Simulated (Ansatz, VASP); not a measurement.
One calculation of W, two programs

```
W
1.0
     0.04060    2.05030    2.05030
     2.05030    0.04060    2.05030
     2.05030    2.05030    0.04060
W
1
Direct
  0.00000 0.00000 0.00000
```

Change from the starting cell: equal xy, yz and zx shear strains of +2 %.

Alike in both runs: task single point; functional LDA; k mesh 14 × 14 × 14; occupations fermi-dirac, width 0.05 eV; no spin polarisation.

|  | VASP | Ansatz |
| --- | --- | --- |
| version | VASP 6.6.1 | Ansatz 0.2.0 |
| potentials or method | VASP PAW LDA potentials, release 64 (W_sv), cutoff 520 eV | all-electron LAPW, scalar-relativistic |

|  | VASP | Ansatz | Ansatz less VASP |
| --- | --- | --- | --- |
| pressure (GPa) | -16.0 | -17.3 | -1.31 |
| traceless stress, the component that is largest in VASP (GPa) | 1.45 | 1.51 | +0.064 |

LDA's correlation is that of Perdew and Zunger in VASP and of Perdew and Wang (1992) in Ansatz. Ansatz ran all-electron here, and VASP with PAW potentials.

Spin-orbit coupling is off throughout.
